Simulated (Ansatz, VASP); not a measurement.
**One calculation of Cd3S5, two programs**

```
Cd S
1.0
     4.10338    0.00000    0.00000
    -2.05169    3.55363    0.00000
     0.00000    0.00000   12.49201
Cd S
3 5
Direct
  0.66667 0.33333 0.87576
  0.33333 0.66667 0.12424
  0.00000 0.00000 0.50000
  0.66667 0.33333 0.22663
  0.66667 0.33333 0.39463
  0.33333 0.66667 0.77337
  0.33333 0.66667 0.60537
  0.00000 0.00000 0.00000
```

Alike in both runs: functional PBE; k mesh 12 × 12 × 4; occupations gaussian, width 0.1 eV; no spin polarisation.

Ansatz relaxed the structure, and its values are those at the end. VASP's run is a single point on that final structure, the one shown.

|  | VASP | Ansatz |
| --- | --- | --- |
| version | VASP 6.6.1 | Ansatz 0.2.0 |
| potentials or method | VASP PAW PBE potentials, release 64 (Cd, S), cutoff 520 eV | scalar-relativistic, plane waves, PAW |
| valence electrons in the cell | 66 | 90 |

|  | VASP | Ansatz | Ansatz less VASP |
| --- | --- | --- | --- |
| gap on the k mesh at the Fermi level (eV) | none | none | - |
| pressure (GPa) | 0.1 | 0.0 | -0.12 |
| rms of the force components (eV/Å) | 0.051 | 0.001 | -0.0499 |

A gap of «none» marks a metal or a gap that the smearing closes. VASP's potentials hold 66 valence electrons a cell and Ansatz's 90, so a difference there can come from the potentials and not from the codes.
